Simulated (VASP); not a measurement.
Wanted: the native input for a VASP 6.6.1 run.

- Task: single point
- Functional: PBE
- Potentials or basis: VASP PAW PBE potentials, release 64 (Si, C)
- Cutoff: 520 eV
- k mesh: 10 × 10 × 4
- Occupations: gaussian, width 0.1 eV
- Spin: no spin polarisation
- Dipole correction: no
- Further INCAR settings: ALGO = Normal; EDIFF = 1e-06; NBANDS = 26

The structure of Si5C3 lies in POSCAR:

```
Si5C3
1.0
    3.2894191422      0.0000000000      0.0000000000
    0.0000000000      3.2894191422      0.0000000000
    0.0000000000      0.0000000000      9.6818088318
Si C
5 3
Direct
    0.5000000000      0.0000000000      0.3884726826
    0.0000000000      0.5000000000      0.1677177687
    0.5000000000      0.0000000000      0.8322822313
    0.0000000000      0.5000000000      0.6115273174
    0.0000000000      0.0000000000      0.0000000000
    0.5000000000      0.5000000000      0.2775735135
    0.5000000000      0.5000000000      0.7224264865
    0.0000000000      0.0000000000      0.5000000000
```

This cell differs from its parent crystal: volume scaled by 1.06, then relaxed in part.

One way to write it, as run:

INCAR

```
SYSTEM = Si5C3
  PREC = Accurate
  ENCUT = 520
  EDIFF = 1E-6
  ISMEAR = 0
  SIGMA = 0.1
  LREAL = .FALSE.
  LASPH = .TRUE.
  NELM = 80
  ALGO = Normal
  ISIF = 2
  LWAVE = .FALSE.
  LCHARG = .FALSE.
  GGA = PE
  NBANDS = 26
```

KPOINTS

```
regular mesh
0
G
  10 10 4
  0 0 0
```

Potentials or basis: VASP PAW PBE potentials, release 64 (Si, C).

Command:

```bash
$ cat potpaw_PBE.64/Si/POTCAR potpaw_PBE.64/C/POTCAR > POTCAR
$ mpirun -np 1 vasp_std > vasp.out
```

Results of the run:

```json
{"Pressure": "-8.2 GPa", "Largest force": "0.012 eV/Å", "Band gap on the k mesh": "zero (band 16 reaches 8.91 eV, above the bottom of band 17 at 7.71 eV)"}
```

Wall time 79 s on 1 thread of Intel(R) Xeon(R) Platinum 8559C (Emerald Rapids), on a shared host, peak memory 0.27 GiB.
